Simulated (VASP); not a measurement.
A run of VASP 6.6.1:

The input INCAR:

```
PREC = Accurate ; ENCUT = 520
EDIFF = 1E-7 ; ISMEAR = 0
SIGMA = 0.05 ; LREAL = F
LASPH = T ; NELM = 80
ALGO = Normal ; ISIF = 2
LWAVE = F ; LCHARG = F
GGA = PE ; NBANDS = 25
```

File KPOINTS:

```
Automatic mesh
0
Gamma
  6 6 6
```

Contents of POSCAR:

```
LiCaF3
1.0
    3.9022906500      0.0000000000      0.0000000000
    0.0000000000      3.6201973500      0.0000000000
    0.0000000000      0.0000000000      3.7612440000
Li Ca F
1 1 3
Direct
    0.5000000000      0.5000000000      0.5000000000
    0.0000000000      0.0000000000      0.0000000000
    0.0000000000      0.5000000000      0.5000000000
    0.5000000000      0.5000000000      0.0000000000
    0.5000000000      0.0000000000      0.5000000000
```

Potentials or basis: VASP PAW PBE potentials, release 64 (Li_sv, Ca_sv, F).

The run is started by

```console
$ cat potpaw_PBE.64/Li_sv/POTCAR potpaw_PBE.64/Ca_sv/POTCAR potpaw_PBE.64/F/POTCAR > POTCAR
$ mpirun -np 1 vasp_std > vasp.out
```

Hardware: 1 thread of Intel(R) Xeon(R) Platinum 8259CL CPU @ 2.50GHz (Skylake/Cascade Lake), with other jobs on the host.

Problem. Estimate the wall time of this run.

Solution. Run time: 77 s on 1 thread of Intel(R) Xeon(R) Platinum 8259CL CPU @ 2.50GHz (Skylake/Cascade Lake) (shared host), peak memory 0.21 GiB. Counts: scf iterations 16, k points 64.
